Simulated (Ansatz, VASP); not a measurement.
# One calculation of Si2Mo, two programs

```
Mo Si
1.0
    -1.46441    1.46441    3.65399
     1.46441   -1.46441    3.65399
     1.46441    1.46441   -3.65399
Mo Si
1 2
Cartesian
  0.0000 0.0000 0.0000
  0.0000 0.0000 2.4290
  0.0000 0.0000 -2.4290
```

Change from the starting cell: volume scaled by 0.8, PAW files, partial_waves polarizable.

Alike in both runs: task single point; functional LDA; k mesh 15 × 15 × 15; occupations fermi-dirac, width 0.05 eV; no spin polarisation.

|  | VASP | Ansatz |
| --- | --- | --- |
| version | VASP 6.6.1 | Ansatz 0.2.0 |
| potentials or method | VASP PAW LDA potentials, release 64 (Mo_sv, Si) | PAW with Ansatz's default frozen-core files, scalar-relativistic |
| plane-wave cutoff (eV) | 520 | 420 |
| valence electrons in the cell | 22 | 22 |

Ansatz gave:

| Property | Result |
| --- | --- |
| pressure (GPa) | 81.0 |
| traceless stress, the component that is largest in VASP (GPa) | 0.01 |
| rms of the force components (eV/Å) | 0.000 |

Task: What did VASP give for the same quantities?

Result: Pressure (GPa): 82.4; traceless stress, the component that is largest in VASP (GPa): 0.13; rms of the force components (eV/Å): 0.011.

LDA's correlation is that of Perdew and Zunger in VASP and of Perdew and Wang (1992) in Ansatz. Atom by atom the forces differ by 0.011 eV/Å (rms over components). Both programs put the cell under a high pressure, so it lies far from rest at this level.

Noted on VASP's run: the cell as given lies far from equilibrium.
